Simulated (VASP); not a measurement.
A run of VASP 6.6.1:

INCAR

```
SYSTEM = HC16
PREC = Accurate ; ENCUT = 520
EDIFF = 1E-6 ; ISMEAR = -1
SIGMA = 0.02 ; LREAL = Auto
LASPH = .TRUE. ; NELM = 100
ALGO = Normal ; ISIF = 2
LWAVE = .FALSE. ; LCHARG = .FALSE.
GGA = PE ; IBRION = 2
NSW = 80 ; EDIFFG = -0.03
NELECT = 64.0
```

The input KPOINTS:

```
Automatic mesh
0
G
  3 3 3
  0 0 0
```

The input POSCAR:

```
HC16
1.0
    0.0000000000      3.5700000000      3.5700000000
    3.5700000000      0.0000000000      3.5700000000
    3.5700000000      3.5700000000      0.0000000000
C H
16 1
Direct
    0.0000000000      0.0000000000      0.0000000000
    0.1250000000      0.1250000000      0.1250000000
    0.0000000000      0.0000000000      0.5000000000
    0.1250000000      0.1250000000      0.6250000000
    0.0000000000      0.5000000000      0.0000000000
    0.1250000000      0.6250000000      0.1250000000
    0.0000000000      0.5000000000      0.5000000000
    0.1250000000      0.6250000000      0.6250000000
    0.5000000000      0.0000000000      0.0000000000
    0.6250000000      0.1250000000      0.1250000000
    0.5000000000      0.0000000000      0.5000000000
    0.6250000000      0.1250000000      0.6250000000
    0.5000000000      0.5000000000      0.0000000000
    0.6250000000      0.6250000000      0.1250000000
    0.5000000000      0.5000000000      0.5000000000
    0.6250000000      0.6250000000      0.6250000000
    0.3702323600      0.8500987100     -0.1101516300
```

Potentials or basis: VASP PAW PBE potentials, release 64 (C, H).

The run is started by

```console
$ cat potpaw_PBE.64/C/POTCAR potpaw_PBE.64/H/POTCAR > POTCAR
$ mpirun -np 1 vasp_std > vasp.out
```

Hardware: 1 thread of Intel(R) Xeon(R) 6975P-C (Granite Rapids) (shared host).

Q: How long does it take, and how much memory?

A: Run time: 13 min on 1 thread of Intel(R) Xeon(R) 6975P-C (Granite Rapids), on a shared host, peak memory 0.25 GiB. Counts: scf iterations 196, k points 14, ion steps 32.
